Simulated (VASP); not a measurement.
# SrMg (P4/mmm) in VASP: further runs

SrMg is run at these levels: LDA; tasks: single point.

All numbers are computed with VASP 6.6.1; they aren't measurements. Logs are shortened: lines on timing, memory, paths and dates and some standing lists are left out, and cuts for length are marked.

**1. The cell of the first run**

The structure is tetragonal, space group P4/mmm (No. 123). Conventional cell: a = 3.841 Å, b = 3.841 Å, c = 4.017 Å, α = 90.00°, β = 90.00°, γ = 90.00°. Sr (site symmetry 4/mmm) has 8 Mg at 3.38 Å and 6 Sr at 3.84 to 4.02 Å within 4.4 Å. Mg (site symmetry 4/mmm) has 8 Sr at 3.38 Å and 6 Mg at 3.84 to 4.02 Å within 4.4 Å.

**2. Single point, LDA (strain -0.015 along x and y, +0.030 along z)**

INCAR reads:

```
PREC     = Accurate       # precision mode
ENCUT    = 520            # plane-wave cutoff, eV
EDIFF    = 1E-6           # SCF threshold, eV
ISMEAR   = 0              # smearing method
SIGMA    = 0.15           # smearing width, eV
LREAL    = False          # projectors in reciprocal space
LASPH    = True           # aspherical terms in the spheres
NELM     = 80             # most SCF steps
ALGO     = Fast           # electronic algorithm
ISIF     = 2              # what is computed and relaxed
LWAVE    = False          # write WAVECAR
LCHARG   = False          # write CHGCAR
GGA      = CA             # functional
NBANDS   = 13             # bands
```

KPOINTS reads:

```
regular mesh
0
Gamma
  12 12 12
```

POSCAR reads:

```
SrMg
1.0
    3.8415000000      0.0000000000      0.0000000000
    0.0000000000      3.8415000000      0.0000000000
    0.0000000000      0.0000000000      4.0170000000
Sr Mg
1 1
Direct
    0.5000000000      0.5000000000      0.5000000000
    0.0000000000      0.0000000000      0.0000000000
```

Potentials or basis: VASP PAW LDA potentials, release 64 (Sr_sv, Mg).

The run is started by

```
$ cat potpaw_LDA.64/Sr_sv/POTCAR potpaw_LDA.64/Mg/POTCAR > POTCAR
$ mpirun -np 1 vasp_std > vasp.out
```

OUTCAR:

```text
PREC = Accurate
   ENCUT = 520
   EDIFF = 1E-6
   ISMEAR = 0
   LREAL = False
   LASPH = True
   NELM = 80
   ISIF = 2
   GGA = CA

 ion  position               nearest neighbor table
   1  0.500  0.500  0.500-   2 3.38   2 3.38   2 3.38   2 3.38   2 3.38   2 3.38   2 3.38   2 3.38

   2  0.000  0.000  0.000-   1 3.38   1 3.38   1 3.38   1 3.38   1 3.38   1 3.38   1 3.38   1 3.38

  LATTYP: Found a simple tetragonal cell.
 ALAT       =     3.8415000000
 C/A-ratio  =     1.0456852792

  Lattice vectors:

 A1 = (   3.8415000000,   0.0000000000,   0.0000000000)
 A2 = (   0.0000000000,   3.8415000000,   0.0000000000)
 A3 = (   0.0000000000,   0.0000000000,   4.0170000000)

Analysis of symmetry for initial positions (statically):
=====================================================================
 Subroutine PRICEL returns:
 Original cell was already a primitive cell.

 Routine SETGRP: Setting up the symmetry group for a
 simple tetragonal supercell.

 Subroutine GETGRP returns: Found 16 space group operations
 (whereof 16 operations were pure point group operations)
 out of a pool of 16 trial point group operations.

The static configuration has the point symmetry D_4h.

Analysis of symmetry for dynamics (positions and initial velocities):
=====================================================================
 Subroutine PRICEL returns:
 Original cell was already a primitive cell.

 Routine SETGRP: Setting up the symmetry group for a
 simple tetragonal supercell.

 Subroutine GETGRP returns: Found 16 space group operations
 (whereof 16 operations were pure point group operations)
 out of a pool of 16 trial point group operations.

The dynamic configuration has the point symmetry D_4h.

 Subroutine INISYM returns: Found 16 space group operations
 (whereof 16 operations are pure point group operations),
 and found     1 'primitive' translations

----------------------------------------------------------------------------------------

                                     Primitive cell

  volume of cell :      59.2794

  direct lattice vectors                    reciprocal lattice vectors
     3.841500000  0.000000000  0.000000000     0.260314981  0.000000000  0.000000000
     0.000000000  3.841500000  0.000000000     0.000000000  0.260314981  0.000000000
     0.000000000  0.000000000  4.017000000     0.000000000  0.000000000  0.248941997

  length of vectors
     3.841500000  3.841500000  4.017000000     0.260314981  0.260314981  0.248941997

  position of ions in fractional coordinates (direct lattice)
     0.500000000  0.500000000  0.500000000
     0.000000000  0.000000000  0.000000000

  ion indices of the primitive-cell ions
   primitive index   ion index
                 1           1
                 2           2

----------------------------------------------------------------------------------------

 KPOINTS: regular mesh

Automatic generation of k-mesh.
 Grid dimensions read from file:
 generate k-points for:   12   12   12

 Generating k-lattice:

  Cartesian coordinates                     Fractional coordinates (reciprocal lattice)
     0.021692915  0.000000000  0.000000000     0.083333333  0.000000000  0.000000000
     0.000000000  0.021692915  0.000000000     0.000000000  0.083333333  0.000000000
     0.000000000  0.000000000  0.020745166     0.000000000  0.000000000  0.083333333

  Length of vectors
     0.021692915  0.021692915  0.020745166

  Shift w.r.t. Gamma in fractional coordinates (k-lattice)
     0.000000000  0.000000000  0.000000000

 Subroutine IBZKPT returns following result:
 ===========================================

 Found    196 irreducible k-points:

 Following reciprocal coordinates:
            Coordinates               Weight
  0.000000  0.000000  0.000000      1.000000
  0.083333  0.000000  0.000000      4.000000
  0.166667  0.000000  0.000000      4.000000
  0.250000  0.000000  0.000000      4.000000
  0.333333  0.000000  0.000000      4.000000
  0.416667  0.000000  0.000000      4.000000
[... 16 lines left out ...]
  0.333333  0.333333  0.000000      4.000000
  0.416667  0.333333  0.000000      8.000000
 [... further k-points ...]
   k-points           NKPTS =    196   k-points in BZ     NKDIM =    196   number of bands    NBANDS=     13
   number of dos      NEDOS =    301   number of ions     NIONS =      2
   total plane-waves  NPLWV =  27000
   dimension x,y,z NGX =    30 NGY =   30 NGZ =   30
   dimension x,y,z NGXF=    60 NGYF=   60 NGZF=   60
   ions per type =               1   1
   NGX,Y,Z   is equivalent  to a cutoff of  12.98, 12.98, 12.42 a.u.
   NGXF,Y,Z  is equivalent  to a cutoff of  25.97, 25.97, 24.83 a.u.
 SYSTEM =  unknown system
   PREC   = accura    normal or accurate (medium, high low for compatibility)
   ISTART =      0    job   : 0-new  1-cont  2-samecut
   ICHARG =      2    charge: 1-file 2-atom 10-const
   ISPIN  =      1    spin polarized calculation?
   LNONCOLLINEAR =      F non collinear calculations
   LSORBIT =      F    spin-orbit coupling
   LASPH  =      T    aspherical Exc in radial PAW
   ENCUT  =  520.0 eV  38.22 Ry    6.18 a.u.   7.14  7.14  7.47*2*pi/ulx,y,z
   NELM   =     80;   NELMIN=  2; NELMDL= -5     # of ELM steps
   EDIFF  = 0.1E-05   stopping-criterion for ELM
   LREAL  =      F    real-space projection
   EDIFFG = 0.1E-04   stopping-criterion for IOM
   NSW    =      0    number of steps for IOM
   IBRION =     -1    ionic relax: 0-MD 1-quasi-New 2-CG
   NFREE  =      0    steps in history (QN), initial steepest desc. (CG)
   ISIF   =      2    stress and relaxation
   ISYM   =      2    0-nonsym 1-usesym 2-fastsym
   POTIM  = 0.5000    time-step for ionic-motion
   TEBEG  =    0.0;   TEEND  =   0.0 temperature during run
   PSTRESS=    0.0 pullay stress
   NELECT =      12.0000    total number of electrons
   NUPDOWN=      -1.0000    fix difference up-down
   EMIN   =  10.00;   EMAX   =-10.00  energy-range for DOS
   EFERMI =   0.00;   METHOD = LEGACY
   ISMEAR =     0;   SIGMA  =   0.15  broadening in eV -4-tet -1-fermi 0-gaus
   EFERMI_NEDOS =   21; number of points for ismear=-14 and -15
   IALGO  =     68    algorithm
   IMIX   =      4    mixing-type and parameters
     AMIX     =   0.40;   BMIX     =  1.00
     AMIX_MAG =   1.60;   BMIX_MAG =  1.00
  volume/ion in A,a.u.               =      29.64       200.02
  Fermi-wavevector in a.u.,A,eV,Ry     =   0.961245  1.816490 12.571673  0.923992
  Thomas-Fermi vector in A             =   2.090600
   LORBIT       =      0    0 simple, 1 ext, 2 COOP (PROOUT), +10 PAW based schemes
   GGA     = CA    functional components
   LHFCALC =     F    Hartree Fock is set to
   AEXX    =    0.0000 exact exchange contribution
   IVDW    =     0    specifies the selected vdW correction
   LEPSILON=     F    determine dielectric tensor
   LRPA    =     F    only Hartree local field effects (RPA)
 non-spin polarized calculation
 RMM-DIIS sequential band-by-band and
 Gauss-broadening in eV      SIGMA  =   0.15
  energy-cutoff  :      520.00
  volume of cell :       59.28
 maximum number of plane-waves:      1616
 NGX is ok and might be reduce to    30
   NGX = 15   NGY = 15   NGZ = 15

 number of electron      11.9999999 magnetization

 Free energy of the ion-electron system (eV)
  ---------------------------------------------------
  ext. energy  EPLUGINS =         0.00000000
  ---------------------------------------------------
  free energy    TOTEN  =        -3.84453666 eV

  energy without entropy =       -3.82879509  energy(sigma->0) =       -3.83666587

 E-fermi :   2.6074     XC(G=0):  -8.8581

 val. band max:        2.6053163205   @ k =   0.5000   0.1667   0.4167
 cond. band min:       2.6209517323   @ k =   0.2500   0.0833   0.2500
 fundamental gap:      0.0156354118
 Fermi energy:         2.6074355419

 k-point     1 :       0.0000    0.0000    0.0000
  band No.  band energies     occupation
      1     -32.7857      2.00000
      2     -14.8609      2.00000
      3     -14.8205      2.00000
      4     -14.8205      2.00000
      5      -2.6452      2.00000
      6       3.1503      0.00000
      7       3.2773      0.00000
      8       6.5681      0.00000
      9       7.3349      0.00000
     10       7.3349      0.00000
     11       7.5843      0.00000
     12       7.5843      0.00000
     13       7.9050      0.00000

 k-point     2 :       0.0833    0.0000    0.0000
  band No.  band energies     occupation
      1     -32.7842      2.00000
      2     -14.8586      2.00000
      3     -14.8448      2.00000
      4     -14.8184      2.00000
      5      -2.5540      2.00000
      6       3.1751      0.00000
      7       3.2728      0.00000
      8       6.2625      0.00000
      9       6.9237      0.00000
     10       7.1178      0.00000
     11       7.6125      0.00000
     12       7.8925      0.00000
     13       8.3199      0.00000

 k-point     3 :       0.1667    0.0000    0.0000
  band No.  band energies     occupation
      1     -32.7803      2.00000
      2     -14.9102      2.00000
      3     -14.8524      2.00000
      4     -14.8126      2.00000
      5      -2.2874      2.00000
      6       3.0239      0.00009
      7       3.3865      0.00000
      8       5.7478      0.00000
      9       6.3606      0.00000
     10       6.8523      0.00000
     11       7.6920      0.00000
     12       8.4286      0.00000
     13       8.9099      0.00000
[... 305 lines left out ...]
 k-point    23 :       0.3333    0.3333    0.0000
  band No.  band energies     occupation
      1     -32.7540      2.00000
      2     -15.0508      2.00000
      3     -15.0399      2.00000
      4     -14.8103      2.00000
      5      -0.3137      2.00000
      6       2.1178      2.00000
      7       3.0403      0.00004
      8       4.7613      0.00000
      9       5.3287      0.00000
     10       5.9651      0.00000
     11       8.1919      0.00000
     12       8.4689      0.00000
     13      10.3617      0.00000

 k-point    24 :       0.4167    0.3333    0.0000
  band No.  band energies     occupation
      1     -32.7501      2.00000
      2     -15.1038      2.00000
      3     -15.0358      2.00000
      4     -14.8042      2.00000
      5       0.0592      2.00000
      6       1.8157      2.00000
      7       3.1620      0.00000
      8       4.4484      0.00000
      9       5.2914      0.00000
     10       5.9200      0.00000
     11       8.5668      0.00000
     12       8.9457      0.00000
     13       9.8917      0.00000

 [... further k-points ...]

------------------------ aborting loop because EDIFF is reached ----------------------------------------

  FORCE on cell =-STRESS in cart. coord.  units (eV):
  Direction    XX          YY          ZZ          XY          YZ          ZX
  --------------------------------------------------------------------------------------
  -------------------------------------------------------------------------------------
  Total        1.2802390      1.2802390      1.1101623      0.0000000      0.0000000      0.0000000
  in kB       34.6017565     34.6017565     30.0049931      0.0000000      0.0000000      0.0000000
  external PRESSURE =      33.0695020 kB  Pullay stress =       0.0000000 kB

 VOLUME and BASIS-vectors are now :
 -----------------------------------------------------------------------------
  energy-cutoff  :      520.00
  volume of cell :       59.28
      direct lattice vectors                 reciprocal lattice vectors
     3.841500000  0.000000000  0.000000000     0.260314981  0.000000000  0.000000000
     0.000000000  3.841500000  0.000000000     0.000000000  0.260314981  0.000000000
     0.000000000  0.000000000  4.017000000     0.000000000  0.000000000  0.248941997

 POSITION                                       TOTAL-FORCE (eV/Angst)
 -----------------------------------------------------------------------------------
      1.92075      1.92075      2.00850         0.000000      0.000000      0.000000
      0.00000      0.00000      0.00000         0.000000      0.000000      0.000000
 -----------------------------------------------------------------------------------
    total drift:                                0.000000      0.000000      0.000000

  FREE ENERGIE OF THE ION-ELECTRON SYSTEM (eV)
  ---------------------------------------------------
  free  energy   TOTEN  =        -3.8445366569 eV

  energy  without entropy=       -3.8287950865  energy(sigma->0) =       -3.83666587
```

It took 56 s on 1 thread of AMD EPYC 9R45 (Zen 5), shared host; peak memory 0.25 GiB.

What came out:

| Quantity | Value |
| --- | --- |
| Free energy | -3.8445 eV |
| Pressure | 3.3 GPa |
| Band gap on the k mesh | zero (bands 6 and 7 overlap by 1.42 eV) |

Levels at points of the mesh, in eV from the Fermi level:
| k point | band 2 | band 3 | band 4 | band 5 | band 6 | band 7 | band 8 | band 9 | band 10 | band 11 |
| --- | --- | --- | --- | --- | --- | --- | --- | --- | --- | --- |
| (0.00, 0.00, 0.00) | -17.47 | -17.43 | -17.43 | -5.25 | 0.54 | 0.67 | 3.96 | 4.73 | 4.73 | 4.98 |
| (0.50, 0.00, 0.00) | -17.77 | -17.43 | -17.40 | -2.53 | -2.42 | 1.66 | 1.98 | 2.56 | 5.32 | 5.46 |
| (0.50, 0.50, 0.00) | -17.72 | -17.72 | -17.40 | -2.31 | 0.34 | 0.34 | 0.47 | 2.97 | 2.97 | 6.34 |
| (0.00, 0.00, 0.50) | -17.71 | -17.41 | -17.41 | -2.79 | -2.54 | 1.54 | 2.54 | 2.54 | 5.45 | 5.64 |
| (0.50, 0.00, 0.50) | -17.73 | -17.65 | -17.38 | -2.47 | 0.12 | 0.27 | 0.32 | 3.32 | 3.49 | 6.34 |
| (0.50, 0.50, 0.50) | -17.69 | -17.69 | -17.61 | -0.87 | -0.80 | -0.80 | 1.14 | 3.81 | 3.98 | 3.98 |

Caveat: the cell differs from its parent crystal (strain -0.015 along x and y, +0.030 along z); the cell stands under pressure.

(Part 1 of 2 ends here.)
